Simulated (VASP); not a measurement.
BP (zincblende type): single point with PBE

Crystal: BP (zincblende type).

```
CELL_PARAMETERS angstrom
0.00000 2.22777 2.22777
2.22777 0.00000 2.22777
2.22777 2.22777 0.00000
ATOMIC_POSITIONS crystal
B 0.00000 0.00000 0.00000
P 0.25000 0.25000 0.25000
```

This cell differs from its parent crystal: volume scaled by 0.94.

```json
{
  "Program": "VASP 6.6.1",
  "Task": "single point",
  "Functional": "PBE",
  "Potentials or basis": "VASP PAW PBE potentials, release 64 (B, P)",
  "Cutoff": "520 eV",
  "k mesh": "15 × 15 × 15",
  "Occupations": "fermi-dirac, width 0.08 eV",
  "Spin": "no spin polarisation"
}
```

* Pressure: 11.0 GPa
* Band gap on the k mesh: 1.16 eV, indirect (least direct gap 3.49 eV)

Levels at points of the mesh, in eV from the valence-band top:
```csv
k point,band 2,band 3,band 4,band 5,band 6,band 7
"(0.00, 0.00, 0.00)",0.00,0.00,0.00,3.49,3.49,3.49
```

Wall time 14 s on 1 thread of Intel Xeon 6975P-C (shared host), peak memory 0.15 GiB.

 A k mesh can miss the band edges.
